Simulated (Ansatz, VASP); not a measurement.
**KI: VASP beside Ansatz**

File POSCAR:

```
KI
1.0
    0.0000000000      3.5084814936      3.5084814936
    3.5084814936      0.0000000000      3.5084814936
    3.5084814936      3.5084814936      0.0000000000
K I
1 1
Direct
    0.0000000000      0.0000000000      0.0000000000
    0.5000000000      0.5000000000      0.5000000000
```

File INCAR.step1:

```
PREC = Accurate
ENCUT = 520
ISMEAR = 0
SIGMA = 0.01
LREAL = F
LASPH = T
NELM = 60
NBANDS = 15
GGA = PE
ALGO = Normal
EDIFF = 1E-4
LWAVE = T
LCHARG = F
```

Contents of INCAR.step2:

```
PREC = Accurate
ENCUT = 520
EDIFF = 1E-7
ISMEAR = 0
SIGMA = 0.01
LREAL = F
LASPH = T
NELM = 60
ALGO = Normal
ISIF = 2
LWAVE = F
LCHARG = F
METAGGA = R2SCAN
LMIXTAU = T
NBANDS = 15
ISTART = 1
```

The input KPOINTS:

```
Automatic mesh
0
Gamma
  6 6 6
```

Input for Ansatz:

```yaml
crystal:
  lattice:
    - [0.0, 3.5084814936, 3.5084814936]
    - [3.5084814936, 0.0, 3.5084814936]
    - [3.5084814936, 3.5084814936, 0.0]
  atoms:
    - { symbol: K, position: [0.0, 0.0, 0.0] }
    - { symbol: I, position: [0.5, 0.5, 0.5] }
kpoints:
  mp_grid: { grid: [6, 6, 6] }
hamiltonian:
  xc: r2scan
scf:
  occupations: { method: fixed }
  n_extra_bands: 4
output:
  forces: true
  stress: true
  eigenvalues: true
```

Alike in both runs: task single point; functional r2SCAN; k mesh 6 × 6 × 6; no spin polarisation.

|  | VASP | Ansatz |
| --- | --- | --- |
| version | VASP 6.6.1 | Ansatz 0.2.0 |
| potentials or method | VASP PAW PBE potentials, release 64 (K_sv, I) | plane waves, PAW |
| plane-wave cutoff (eV) | 520 | 500 |
| occupations | gaussian, width 0.01 eV | fixed |
| valence electrons in the cell | 16 | 26 |

|  | VASP | Ansatz | Ansatz less VASP |
| --- | --- | --- | --- |
| gap on the k mesh at the Fermi level (eV) | 4.66 | 4.67 | +0.003 |
| pressure (GPa) | 0.4 | 0.4 | 0.00 |

VASP's potentials were made for PBE, not for r2SCAN. VASP's potentials hold 16 valence electrons a cell and Ansatz's 26, so a difference there can come from the potentials and not from the codes.

Neither program's run includes spin-orbit coupling.
